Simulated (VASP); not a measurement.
Runs of VASP 6.6.1 on Ni3Ge. The structure is that of space group Pm-3m (No. 221), or close to it. The cells are those of the table. 

```tsv
cell	gap on the mesh (eV)	pressure (GPa)
a = 3.423 Å, 4 atoms	none	25.7
a = 3.385 Å, 4 atoms	none	(a)
a = 3.533 Å, 4 atoms	none	0.4
a = 3.647 Å, 4 atoms	none	-16.1
```

Alike in all rows: task single point; level r2SCAN; potentials or basis VASP PAW PBE potentials, release 64 (Ni, Ge_d); no spin polarisation; k mesh 12 × 12 × 12; cutoff (eV) 520; smearing gaussian 0.1 eV.

Problem. Fill in the values left out.

Solution. (a) 37.6.

Caveats: the PAW data sets were made with another functional, which shifts forces and pressure a little.

A k mesh can miss the band edges, and the runs leave out spin-orbit coupling on Ge.

A gap of «none» marks levels without a gap at the run's occupations.
